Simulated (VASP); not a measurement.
# MoS2 (P-6m2) in VASP: a series of runs, part 2 of 2

VASP 6.6.1. The steps go on from the part before.

### Step 6. Single point, PBE+D3(BJ) (c/a of the conventional cell at fixed volume 2.2224)

INCAR

```
SYSTEM = MoS2
  ALGO = Normal
  EDIFF = 1E-6
  ENCUT = 500
  GGA = PE
  GGA_COMPAT = .FALSE.
  ISIF = 2
  ISMEAR = 0
  IVDW = 12
  LASPH = .TRUE.
  LCHARG = .FALSE.
  LREAL = .FALSE.
  LWAVE = .FALSE.
  NBANDS = 20
  NELM = 120
  PREC = Accurate
  SIGMA = 0.05
```

KPOINTS

```
k-points
0
G
  12 12 4
  0 0 0
```

POSCAR

```
MoS2
1.0
    3.0953451714      0.0000000000      0.0000000000
   -1.5476725857      2.6806475519      0.0000000000
    0.0000000000      0.0000000000      6.8790951089
Mo S
1 2
Direct
    0.0000000000      0.0000000000      0.0000000000
    0.3333333333      0.6666666667      0.2232580192
    0.3333333333      0.6666666667      0.7767419808
```

Potentials or basis: VASP PAW PBE potentials, release 64 (Mo_sv, S).

Launch:

```console
$ cat potpaw_PBE.64/Mo_sv/POTCAR potpaw_PBE.64/S/POTCAR > POTCAR
$ mpirun -np 1 vasp_std > vasp.out
```

OUTCAR:

```text
SYSTEM = MoS2
   EDIFF = 1E-6
   ENCUT = 500
   GGA = PE
   ISIF = 2
   ISMEAR = 0
   IVDW = 12
   LASPH = .TRUE.
   LREAL = .FALSE.
   NELM = 120
   PREC = Accurate
 IVDW          = 12

 ion  position               nearest neighbor table
   1  0.000  0.000  0.000-   2 2.36   3 2.36   2 2.36   3 2.36   2 2.36   3 2.36
   2  0.333  0.667  0.223-   1 2.36   1 2.36   1 2.36
   3  0.333  0.667  0.777-   1 2.36   1 2.36   1 2.36

  LATTYP: Found a hexagonal cell.
 ALAT       =     3.0953451714
 C/A-ratio  =     2.2224000000

  Lattice vectors:

 A1 = (   3.0953451714,   0.0000000000,   0.0000000000)
 A2 = (  -1.5476725857,   2.6806475519,   0.0000000000)
 A3 = (   0.0000000000,   0.0000000000,   6.8790951089)

Analysis of symmetry for initial positions (statically):
=====================================================================
 Subroutine PRICEL returns:
 Original cell was already a primitive cell.

 Routine SETGRP: Setting up the symmetry group for a
 hexagonal supercell.

 Subroutine GETGRP returns: Found 12 space group operations
 (whereof 12 operations were pure point group operations)
 out of a pool of 24 trial point group operations.

The static configuration has the point symmetry D_3h.

Analysis of symmetry for dynamics (positions and initial velocities):
=====================================================================
 Subroutine PRICEL returns:
 Original cell was already a primitive cell.

 Routine SETGRP: Setting up the symmetry group for a
 hexagonal supercell.

 Subroutine GETGRP returns: Found 12 space group operations
 (whereof 12 operations were pure point group operations)
 out of a pool of 24 trial point group operations.

The dynamic configuration has the point symmetry D_3h.

 Subroutine INISYM returns: Found 12 space group operations
 (whereof 12 operations are pure point group operations),
 and found     1 'primitive' translations
[... 113 lines left out ...]
   EFERMI_NEDOS =   21; number of points for ismear=-14 and -15
   IALGO  =     38    algorithm
   IMIX   =      4    mixing-type and parameters
     AMIX     =   0.40;   BMIX     =  1.00
     AMIX_MAG =   1.60;   BMIX_MAG =  1.00
  volume/ion in A,a.u.               =      19.03       128.40
  Fermi-wavevector in a.u.,A,eV,Ry     =   1.259619  2.380335 21.587552  1.586640
  Thomas-Fermi vector in A             =   2.393170
   LORBIT       =      0    0 simple, 1 ext, 2 COOP (PROOUT), +10 PAW based schemes
   GGA     = PE    functional components
   LHFCALC =     F    Hartree Fock is set to
   AEXX    =    0.0000 exact exchange contribution
   IVDW    =    12    specifies the selected vdW correction
   LEPSILON=     F    determine dielectric tensor
   LRPA    =     F    only Hartree local field effects (RPA)
 non-spin polarized calculation
 Gauss-broadening in eV      SIGMA  =   0.05
  energy-cutoff  :      500.00
  volume of cell :       57.08
 maximum number of plane-waves:      1466
 NGX is ok and might be reduce to    24

 number of electron      25.9999998 magnetization

 Free energy of the ion-electron system (eV)
  ---------------------------------------------------
  ext. energy  EPLUGINS =         0.00000000
  ---------------------------------------------------
  free energy    TOTEN  =       -21.69882267 eV

  energy without entropy =      -21.69882267  energy(sigma->0) =      -21.69882267

 E-fermi :   6.7302     XC(G=0): -10.1703

 val. band max:        6.3143713060   @ k =   0.0000   0.0000   0.5000
 cond. band min:       7.8125682122   @ k =   0.1667   0.1667   0.0000
 fundamental gap:      1.4981969062
 Fermi energy:         6.7301587494

 k-point     1 :       0.0000    0.0000    0.0000
  band No.  band energies     occupation
      1     -54.7258      2.00000
      2     -28.9487      2.00000
      3     -28.6371      2.00000
      4     -28.6371      2.00000
      5      -8.4987      2.00000
      6      -6.9597      2.00000
[... 541 lines left out ...]
     19      14.2270      0.00000
     20      14.9093      0.00000

 [... further k-points ...]

------------------------ aborting loop because EDIFF is reached ----------------------------------------

 Edisp (eV)   -1.20199

 E8    (eV) :    -0.4870

  FORCE on cell =-STRESS in cart. coord.  units (eV):
  Direction    XX          YY          ZZ          XY          YZ          ZX
  --------------------------------------------------------------------------------------
  -------------------------------------------------------------------------------------
  Total       2.75509     2.75509     2.78278     0.00000    -0.00000     0.00000
  in kB      77.33313    77.33313    78.11057     0.00000    -0.00000     0.00000
  external pressure =       77.59 kB  Pullay stress =        0.00 kB

 VOLUME and BASIS-vectors are now :
 -----------------------------------------------------------------------------
  energy-cutoff  :      500.00
  volume of cell :       57.08
      direct lattice vectors                 reciprocal lattice vectors
     3.095345171  0.000000000  0.000000000     0.323065747  0.186522096  0.000000000
    -1.547672586  2.680647552  0.000000000     0.000000000  0.373044192  0.000000000
     0.000000000  0.000000000  6.879095109     0.000000000  0.000000000  0.145367957

 POSITION                                       TOTAL-FORCE (eV/Angst)
 -----------------------------------------------------------------------------------
      0.00000      0.00000      0.00000        -0.000000      0.000000      0.000000
     -0.00000      1.78710      1.53581         0.000000     -0.000000      1.081147
     -0.00000      1.78710      5.34328        -0.000000      0.000000     -1.081147
 -----------------------------------------------------------------------------------
    total drift:                                0.000000     -0.000000     -0.000000

  FREE ENERGIE OF THE ION-ELECTRON SYSTEM (eV)
  ---------------------------------------------------
  free  energy   TOTEN  =       -22.9008091203 eV

  energy  without entropy=      -22.9008091203  energy(sigma->0) =      -22.90080912
```

stdout:

```text
POSCAR found type information on POSCAR MoS
 POSCAR found :  2 types and       3 ions
 scaLAPACK will be used
 LDA part: xc-table for (Slater+PW92), standard interpolation
 POSCAR, INCAR and KPOINTS ok, starting setup
 FFT: planning ... GRIDC
 FFT: planning ... GRID_SOFT
 FFT: planning ... GRID
 WAVECAR not read
 entering main loop
```

Run time: 1.7 min. Hardware: 1 thread of AMD EPYC 7R13 (Zen 3), shared host; peak memory 0.18 GiB.

What came out:

- Free energy: -22.9008 eV
- Pressure: 7.8 GPa
- Largest force: 1.081 eV/Å
- Band gap on the k mesh: 1.50 eV, indirect (least direct gap 1.90 eV)
- Dispersion energy per atom: -0.401 eV

Forces in eV/Å, atoms in the order of the input:
```
Mo   0.000  0.000  0.000
S    0.000  0.000  1.081
S    0.000  0.000 -1.081
```

Stress tensor (GPa, compression positive):
```
7.73 0.00 0.00
0.00 7.73 0.00
0.00 0.00 7.81
```

Levels at points of the mesh, in eV from the valence-band top:
```csv
k point,band 9,band 10,band 11,band 12,band 13,band 14,band 15,band 16,band 17,band 18
"(0.00, 0.00, 0.00)",-3.05,-1.82,-1.82,-1.66,-0.76,2.74,2.74,3.02,3.02,6.20
"(0.50, 0.00, 0.00)",-4.76,-3.64,-2.04,-1.20,-1.12,2.25,2.69,4.08,4.47,5.57
"(0.00, 0.00, 0.50)",-3.05,-2.74,-1.83,-1.83,0.00,2.71,2.71,3.07,3.07,6.36
"(0.50, 0.00, 0.50)",-4.54,-3.65,-2.56,-1.17,-0.83,2.26,2.85,3.57,4.36,6.69
```

Caveat: forces of over 1 eV/Å act on the atoms, so gaps and moduli don't describe the material at rest. A k mesh can miss the band edges.

### Step 7. Overview

| cell | gap on the mesh (eV) | pressure (GPa) | largest force (eV/Å) |
| --- | --- | --- | --- |
| a = 3.070, b = 3.070, c = 6.995 Å, angles 90.0, 90.0, 120.0°, 3 atoms | 1.27 | -0.8 | 0.93 |
| a = 3.178, b = 3.178, c = 6.526 Å, angles 90.0, 90.0, 120.0°, 3 atoms | 0.89 | -12.0 | 2.50 |
| a = 3.095, b = 3.095, c = 6.879 Å, angles 90.0, 90.0, 120.0°, 3 atoms | 1.50 | 7.8 | 1.08 |
| a = 3.208, b = 3.208, c = 6.406 Å, angles 90.0, 90.0, 120.0°, 3 atoms | none | 29.4 | 6.87 |

Some of these runs hold the atoms at other places in the same cell, which the table doesn't show; runs alike in all that it shows share one row.

Alike in all rows: task single point; level PBE+D3(BJ); potentials or basis VASP PAW PBE potentials, release 64 (Mo_sv, S); no spin polarisation; k mesh 12 × 12 × 4; cutoff (eV) 500; smearing gaussian 0.05 eV.

Caveats: forces of over 1 eV/Å act on the atoms, so gaps and moduli don't describe the material at rest (some runs).

Absolute energies hang on the potentials; compare differences alone.
